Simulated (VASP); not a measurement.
# AlN (d3) (Fm-3m) in VASP: a series of runs, part 2 of 2

VASP 6.6.1. Earlier steps stand in the parts before.

**3. Single point, PBEsol+D3(BJ)**

This run uses another cell than the first one, of 8.10 Å³/atom, 0.962 times its volume.

INCAR

```
  PREC = Accurate
  ENCUT = 600
  EDIFF = 1E-6
  ISMEAR = 0
  SIGMA = 0.1
  LREAL = False
  LASPH = True
  NELM = 120
  ALGO = Normal
  ISIF = 2
  LWAVE = False
  LCHARG = True
  GGA = PS
  IVDW = 12
  LELF = True
  LVHAR = True
  NBANDS = 11
  GGA_COMPAT = False
```

KPOINTS

```
regular mesh
0
Gamma
  8 8 8
```

POSCAR

```
AlN
1.0
    0.0000000000      2.0080875652      2.0080875652
    2.0080875652      0.0000000000      2.0080875652
    2.0080875652      2.0080875652      0.0000000000
Al N
1 1
Direct
    0.5000000000      0.5000000000      0.5000000000
    0.0000000000      0.0000000000      0.0000000000
```

Potentials or basis: VASP PAW PBE potentials, release 64 (Al, N).

Run with:

```sh
$ cat potpaw_PBE.64/Al/POTCAR potpaw_PBE.64/N/POTCAR > POTCAR
$ mpirun -np 1 vasp_std > vasp.out
```

OUTCAR:

```text
PREC = Accurate
   ENCUT = 600
   EDIFF = 1E-6
   ISMEAR = 0
   LREAL = False
   LASPH = True
   NELM = 120
   ISIF = 2
   GGA = PS
   IVDW = 12
 IVDW          = 12

 ion  position               nearest neighbor table
   1  0.500  0.500  0.500-   2 2.01   2 2.01   2 2.01   2 2.01   2 2.01   2 2.01
   2  0.000  0.000  0.000-   1 2.01   1 2.01   1 2.01   1 2.01   1 2.01   1 2.01

  LATTYP: Found a face centered cubic cell.
 ALAT       =     4.0161751304

  Lattice vectors:

 A1 = (   0.0000000000,   2.0080875652,   2.0080875652)
 A2 = (   2.0080875652,   0.0000000000,   2.0080875652)
 A3 = (   2.0080875652,   2.0080875652,   0.0000000000)

Analysis of symmetry for initial positions (statically):
=====================================================================
 Subroutine PRICEL returns:
 Original cell was already a primitive cell.

 Routine SETGRP: Setting up the symmetry group for a
 face centered cubic supercell.

 Subroutine GETGRP returns: Found 48 space group operations
 (whereof 48 operations were pure point group operations)
 out of a pool of 48 trial point group operations.

The static configuration has the point symmetry O_h .

Analysis of symmetry for dynamics (positions and initial velocities):
=====================================================================
 Subroutine PRICEL returns:
 Original cell was already a primitive cell.

 Routine SETGRP: Setting up the symmetry group for a
 face centered cubic supercell.

 Subroutine GETGRP returns: Found 48 space group operations
 (whereof 48 operations were pure point group operations)
 out of a pool of 48 trial point group operations.

The dynamic configuration has the point symmetry O_h .

 Subroutine INISYM returns: Found 48 space group operations
 (whereof 48 operations are pure point group operations),
 and found     1 'primitive' translations

----------------------------------------------------------------------------------------

                                     Primitive cell

  volume of cell :      16.1949

  direct lattice vectors                    reciprocal lattice vectors
     0.000000000  2.008087565  2.008087565    -0.248993126  0.248993126  0.248993126
     2.008087565  0.000000000  2.008087565     0.248993126 -0.248993126  0.248993126
     2.008087565  2.008087565  0.000000000     0.248993126  0.248993126 -0.248993126

  length of vectors
     2.839864669  2.839864669  2.839864669     0.431268745  0.431268745  0.431268745

  position of ions in fractional coordinates (direct lattice)
     0.500000000  0.500000000  0.500000000
     0.000000000  0.000000000  0.000000000

  ion indices of the primitive-cell ions
   primitive index   ion index
                 1           1
                 2           2

----------------------------------------------------------------------------------------

 KPOINTS: regular mesh

Automatic generation of k-mesh.
 Grid dimensions read from file:
 generate k-points for:    8    8    8

 Generating k-lattice:

  Cartesian coordinates                     Fractional coordinates (reciprocal lattice)
    -0.031124141  0.031124141  0.031124141     0.125000000  0.000000000  0.000000000
     0.031124141 -0.031124141  0.031124141     0.000000000  0.125000000  0.000000000
[... 39 lines left out ...]
 [... further k-points ...]
   k-points           NKPTS =     29   k-points in BZ     NKDIM =     29   number of bands    NBANDS=     11
   number of dos      NEDOS =    301   number of ions     NIONS =      2
   total plane-waves  NPLWV =  13824
   dimension x,y,z NGX =    24 NGY =   24 NGZ =   24
   dimension x,y,z NGXF=    48 NGYF=   48 NGZF=   48
   ions per type =               1   1
   NGX,Y,Z   is equivalent  to a cutoff of  14.05, 14.05, 14.05 a.u.
   NGXF,Y,Z  is equivalent  to a cutoff of  28.10, 28.10, 28.10 a.u.
 SYSTEM =  unknown system
   PREC   = accura    normal or accurate (medium, high low for compatibility)
   ISTART =      0    job   : 0-new  1-cont  2-samecut
   ICHARG =      2    charge: 1-file 2-atom 10-const
   ISPIN  =      1    spin polarized calculation?
   LNONCOLLINEAR =      F non collinear calculations
   LSORBIT =      F    spin-orbit coupling
   LASPH  =      T    aspherical Exc in radial PAW
   ENCUT  =  600.0 eV  44.10 Ry    6.64 a.u.   5.67  5.67  5.67*2*pi/ulx,y,z
   NELM   =    120;   NELMIN=  2; NELMDL= -5     # of ELM steps
   EDIFF  = 0.1E-05   stopping-criterion for ELM
   LREAL  =      F    real-space projection
   EDIFFG = 0.1E-04   stopping-criterion for IOM
   NSW    =      0    number of steps for IOM
   IBRION =     -1    ionic relax: 0-MD 1-quasi-New 2-CG
   NFREE  =      0    steps in history (QN), initial steepest desc. (CG)
   ISIF   =      2    stress and relaxation
   ISYM   =      2    0-nonsym 1-usesym 2-fastsym
   POTIM  = 0.5000    time-step for ionic-motion
   TEBEG  =    0.0;   TEEND  =   0.0 temperature during run
   PSTRESS=    0.0 pullay stress
   NELECT =       8.0000    total number of electrons
   NUPDOWN=      -1.0000    fix difference up-down
   EMIN   =  10.00;   EMAX   =-10.00  energy-range for DOS
   EFERMI =   0.00;   METHOD = LEGACY
   ISMEAR =     0;   SIGMA  =   0.10  broadening in eV -4-tet -1-fermi 0-gaus
   EFERMI_NEDOS =   21; number of points for ismear=-14 and -15
   IALGO  =     38    algorithm
   IMIX   =      4    mixing-type and parameters
     AMIX     =   0.40;   BMIX     =  1.00
     AMIX_MAG =   1.60;   BMIX_MAG =  1.00
  volume/ion in A,a.u.               =       8.10        54.64
  Fermi-wavevector in a.u.,A,eV,Ry     =   1.294133  2.445556 22.786762  1.674780
  Thomas-Fermi vector in A             =   2.425735
   LORBIT       =      0    0 simple, 1 ext, 2 COOP (PROOUT), +10 PAW based schemes
   GGA     = PS    functional components
   LHFCALC =     F    Hartree Fock is set to
   AEXX    =    0.0000 exact exchange contribution
   IVDW    =    12    specifies the selected vdW correction
   LEPSILON=     F    determine dielectric tensor
   LRPA    =     F    only Hartree local field effects (RPA)
 non-spin polarized calculation
 Gauss-broadening in eV      SIGMA  =   0.10
  energy-cutoff  :      600.00
  volume of cell :       16.19
 maximum number of plane-waves:       560
   NGX = 11   NGY = 11   NGZ = 11

 number of electron       7.9999999 magnetization

 Free energy of the ion-electron system (eV)
  ---------------------------------------------------
  ext. energy  EPLUGINS =         0.00000000
  ---------------------------------------------------
  free energy    TOTEN  =       -15.44382139 eV

  energy without entropy =      -15.44382139  energy(sigma->0) =      -15.44382139

 E-fermi :  10.6606     XC(G=0): -12.5478

 val. band max:       10.1514424835   @ k =   0.0000   0.0000   0.0000
 cond. band min:      14.9000171340   @ k =   0.5000   0.5000   0.0000
 fundamental gap:      4.7485746505
 Fermi energy:        10.6606499980

 k-point     1 :       0.0000    0.0000    0.0000
  band No.  band energies     occupation
      1      -7.5855      2.00000
      2      10.1514      2.00000
      3      10.1514      2.00000
      4      10.1514      2.00000
      5      16.1145      0.00000
      6      22.2399      0.00000
      7      22.2399      0.00000
      8      22.2399      0.00000
      9      27.3743      0.00000
     10      27.9865      0.00000
     11      27.9865      0.00000
[... 309 lines left out ...]
 k-point    24 :      -0.3750    0.2500    0.1250
  band No.  band energies     occupation
      1      -3.6831      2.00000
      2       2.5481      2.00000
      3       6.3396      2.00000
      4       8.1017      2.00000
      5      18.6300      0.00000
      6      18.8077      0.00000
      7      22.5847      0.00000
      8      23.0634      0.00000
      9      28.3927      0.00000
     10      29.3669      0.00000
     11      32.7285      0.00000

 [... further k-points ...]

------------------------ aborting loop because EDIFF is reached ----------------------------------------

 Edisp (eV)   -0.58514

 E8    (eV) :    -0.3610

  FORCE on cell =-STRESS in cart. coord.  units (eV):
  Direction    XX          YY          ZZ          XY          YZ          ZX
  --------------------------------------------------------------------------------------
  -------------------------------------------------------------------------------------
  Total      -0.01524    -0.01524    -0.01524    -0.00000    -0.00000     0.00000
  in kB      -1.50775    -1.50775    -1.50775    -0.00000    -0.00000     0.00000
  external pressure =       -1.51 kB  Pullay stress =        0.00 kB

 VOLUME and BASIS-vectors are now :
 -----------------------------------------------------------------------------
  energy-cutoff  :      600.00
  volume of cell :       16.19
      direct lattice vectors                 reciprocal lattice vectors
     0.000000000  2.008087565  2.008087565    -0.248993126  0.248993126  0.248993126
     2.008087565  0.000000000  2.008087565     0.248993126 -0.248993126  0.248993126
     2.008087565  2.008087565  0.000000000     0.248993126  0.248993126 -0.248993126

 POSITION                                       TOTAL-FORCE (eV/Angst)
 -----------------------------------------------------------------------------------
      2.00809      2.00809      2.00809         0.000000      0.000000     -0.000000
      0.00000      0.00000      0.00000         0.000000      0.000000      0.000000
 -----------------------------------------------------------------------------------
    total drift:                                0.000000     -0.000000     -0.000000

  FREE ENERGIE OF THE ION-ELECTRON SYSTEM (eV)
  ---------------------------------------------------
  free  energy   TOTEN  =       -16.0289583348 eV

  energy  without entropy=      -16.0289583348  energy(sigma->0) =      -16.02895833
```

stdout:

```text
POSCAR found type information on POSCAR AlN
 POSCAR found :  2 types and       2 ions
 scaLAPACK will be used
 -----------------------------------------------------------------------------
|                                                                             |
|                                                                             |
|     You enforced a specific xc type in the INCAR file but a different       |
|     I HOPE YOU KNOW WHAT YOU ARE DOING!                                     |
|                                                                             |
 -----------------------------------------------------------------------------

 LDA part: xc-table for (Slater+PW92), standard interpolation
 POSCAR, INCAR and KPOINTS ok, starting setup
 FFT: planning ... GRIDC
 FFT: planning ... GRID_SOFT
 FFT: planning ... GRID
 WAVECAR not read
 entering main loop
```

Run time: 4.2 s. Hardware: 1 thread of Intel Xeon 6975P-C, shared host; peak memory 0.15 GiB.

What came out:

```yaml
Free_energy: -16.0290 eV
Pressure: -0.2 GPa
Band_gap_on_the_k_mesh: 4.75 eV, indirect (least direct gap 5.96 eV)
Dispersion_energy_per_atom: -0.293 eV
```

Levels at points of the mesh, in eV from the valence-band top:
| k point | band 1 | band 2 | band 3 | band 4 | band 5 | band 6 | band 7 | band 8 |
| --- | --- | --- | --- | --- | --- | --- | --- | --- |
| (0.00, 0.00, 0.00) | -17.74 | 0.00 | 0.00 | 0.00 | 5.96 | 12.09 | 12.09 | 12.09 |
| (0.50, 0.00, 0.00) | -14.35 | -8.50 | -1.13 | -1.13 | 6.17 | 11.07 | 11.07 | 13.56 |
| (0.50, 0.50, 0.00) | -13.33 | -7.59 | -2.88 | -2.88 | 4.75 | 5.10 | 14.21 | 17.48 |

Caveat: the PAW data sets were made with another functional, which shifts forces and pressure a little. PBEsol gaps usually lie below the measured ones, often by a third to a half.

**4. Single point, PBEsol+D3(BJ) (volume scaled by 0.94)**

INCAR

```
SYSTEM = AlN
  PREC = Accurate
  ENCUT = 600
  EDIFF = 1E-6
  ISMEAR = 0
  SIGMA = 0.02
  LREAL = .False.
  LASPH = .True.
  NELM = 120
  ALGO = Normal
  ISIF = 2
  LWAVE = .False.
  LCHARG = .False.
  GGA = PS
  IVDW = 12
  NBANDS = 11
  GGA_COMPAT = .False.
```

KPOINTS

```
regular mesh
0
Gamma
  10 10 10
  0 0 0
```

POSCAR

```
AlN
1.0
    0.0000000000      1.9673197508      1.9673197508
    1.9673197508      0.0000000000      1.9673197508
    1.9673197508      1.9673197508      0.0000000000
Al N
1 1
Direct
    0.5000000000      0.5000000000      0.5000000000
    0.0000000000      0.0000000000      0.0000000000
```

Potentials or basis: VASP PAW PBE potentials, release 64 (Al, N).

Run with:

```sh
$ cat potpaw_PBE.64/Al/POTCAR potpaw_PBE.64/N/POTCAR > POTCAR
$ mpirun -np 1 vasp_std > vasp.out
```

OUTCAR:

```text
SYSTEM = AlN
   PREC = Accurate
   ENCUT = 600
   EDIFF = 1E-6
   ISMEAR = 0
   LREAL = .False.
   LASPH = .True.
   NELM = 120
   ISIF = 2
   GGA = PS
   IVDW = 12
 IVDW          = 12

 ion  position               nearest neighbor table
   1  0.500  0.500  0.500-   2 1.97   2 1.97   2 1.97   2 1.97   2 1.97   2 1.97
   2  0.000  0.000  0.000-   1 1.97   1 1.97   1 1.97   1 1.97   1 1.97   1 1.97

  LATTYP: Found a face centered cubic cell.
 ALAT       =     3.9346395016

  Lattice vectors:

 A1 = (   0.0000000000,   1.9673197508,   1.9673197508)
 A2 = (   1.9673197508,   0.0000000000,   1.9673197508)
 A3 = (   1.9673197508,   1.9673197508,   0.0000000000)

Analysis of symmetry for initial positions (statically):
=====================================================================
 Subroutine PRICEL returns:
 Original cell was already a primitive cell.

 Routine SETGRP: Setting up the symmetry group for a
 face centered cubic supercell.

 Subroutine GETGRP returns: Found 48 space group operations
 (whereof 48 operations were pure point group operations)
 out of a pool of 48 trial point group operations.

The static configuration has the point symmetry O_h .

Analysis of symmetry for dynamics (positions and initial velocities):
[... 174 lines left out ...]
      6      23.2637      0.00000
      7      23.2637      0.00000
      8      23.2637      0.00000
      9      28.5714      0.00000
     10      29.2760      0.00000
     11      29.2760      0.00000
[... 309 lines left out ...]
 k-point    24 :       0.4000    0.3000    0.0000
  band No.  band energies     occupation
      1      -4.0164      2.00000
      2       4.7612      2.00000
      3       7.9234      2.00000
      4       8.4924      2.00000
      5      17.3044      0.00000
      6      18.3482      0.00000
      7      24.0842      0.00000
      8      27.5358      0.00000
      9      28.4066      0.00000
     10      33.6325      0.00000
     11      36.8907      0.00000

 [... further k-points ...]

------------------------ aborting loop because EDIFF is reached ----------------------------------------

 Edisp (eV)   -0.62252

 E8    (eV) :    -0.3840

  FORCE on cell =-STRESS in cart. coord.  units (eV):
  Direction    XX          YY          ZZ          XY          YZ          ZX
  --------------------------------------------------------------------------------------
  -------------------------------------------------------------------------------------
  Total       1.80484     1.80484     1.80484    -0.00000     0.00000    -0.00000
  in kB     189.88621   189.88621   189.88621    -0.00000     0.00000    -0.00000
  external pressure =      189.89 kB  Pullay stress =        0.00 kB

 VOLUME and BASIS-vectors are now :
 -----------------------------------------------------------------------------
  energy-cutoff  :      600.00
  volume of cell :       15.23
      direct lattice vectors                 reciprocal lattice vectors
     0.000000000  1.967319751  1.967319751    -0.254152890  0.254152890  0.254152890
     1.967319751  0.000000000  1.967319751     0.254152890 -0.254152890  0.254152890
     1.967319751  1.967319751  0.000000000     0.254152890  0.254152890 -0.254152890

 POSITION                                       TOTAL-FORCE (eV/Angst)
 -----------------------------------------------------------------------------------
      1.96732      1.96732      1.96732         0.000000      0.000000      0.000000
      0.00000      0.00000      0.00000        -0.000000     -0.000000     -0.000000
 -----------------------------------------------------------------------------------
    total drift:                                0.000000     -0.000000     -0.000000

  FREE ENERGIE OF THE ION-ELECTRON SYSTEM (eV)
  ---------------------------------------------------
  free  energy   TOTEN  =       -15.9734684481 eV

  energy  without entropy=      -15.9734684481  energy(sigma->0) =      -15.97346845
```

Wall time 5.8 s (1 thread of Intel Xeon 6975P-C, shared host); peak memory 0.15 GiB.

Results:

```
Free energy                : -15.9735 eV
Pressure                   : 19.0 GPa
Band gap on the k mesh     : 4.98 eV, indirect (least direct gap 6.89 eV)
Dispersion energy per atom : -0.311 eV
```

Caveat: the cell differs from its parent crystal (volume scaled by 0.94); the PAW data sets were made with another functional, which shifts forces and pressure a little. A k mesh can miss the band edges.

**5. Summary**

```csv
cell,k mesh,smearing,gap on the mesh (eV),pressure (GPa)
"a = 2.877 Å, angles 60.0°, 2 atoms",8 × 8 × 8,gaussian 0.1 eV,4.37,-10.1
"a = 2.840 Å, angles 60.0°, 2 atoms",8 × 8 × 8,gaussian 0.1 eV,4.75,-0.2
"a = 2.782 Å, angles 60.0°, 2 atoms",10 × 10 × 10,gaussian 0.02 eV,4.98,19.0
```

Alike in all rows: task single point; level PBEsol+D3(BJ); potentials or basis VASP PAW PBE potentials, release 64 (Al, N); no spin polarisation; cutoff (eV) 600.

Caveats: the PAW data sets were made with another functional, which shifts forces and pressure a little.

Total energies depend on the potentials used, so only differences within one code and one set of settings carry meaning.
